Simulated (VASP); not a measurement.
Write the native input for VASP 6.6.1 that does the following.

```
Task                   : single point
Functional             : PBEsol
Potentials or basis    : VASP PAW PBE potentials, release 64 (La)
Cutoff                 : 520 eV
k mesh                 : 9 × 9 × 9
Occupations            : fermi-dirac, width 0.05 eV
Spin                   : no spin polarisation
Dipole correction      : no
Further INCAR settings : ALGO = Normal; EDIFF = 1e-06; NBANDS = 12
```

The structure of La lies in POSCAR:

```
La
1.0
   -2.0951271325      2.0951271325      2.0951271325
    2.0951271325     -2.0951271325      2.0951271325
    2.0951271325      2.0951271325     -2.0951271325
La
1
Direct
    0.0000000000      0.0000000000      0.0000000000
```

These files were run (other wordings do the same):

INCAR

```
SYSTEM = La
ALGO = Normal
EDIFF = 1E-6
ENCUT = 520
GGA = PS
ISIF = 2
ISMEAR = -1
LASPH = .True.
LCHARG = .False.
LREAL = .False.
LWAVE = .False.
NBANDS = 12
NELM = 80
PREC = Accurate
SIGMA = 0.05
```

KPOINTS

```
k-points
0
Gamma
  9 9 9
  0 0 0
```

Potentials or basis: VASP PAW PBE potentials, release 64 (La).

Run with:

```console
$ cat potpaw_PBE.64/La/POTCAR > POTCAR
$ mpirun -np 1 vasp_std > vasp.out
```

Results of the run:

The pressure is -1.7 GPa.

Caveat: the PAW data sets were made with another functional, which shifts forces and pressure a little.

Wall time 36 s on 1 thread of AMD EPYC 7R43 64-Core Processor (Zen 3), with other jobs on the host, peak memory 0.13 GiB.
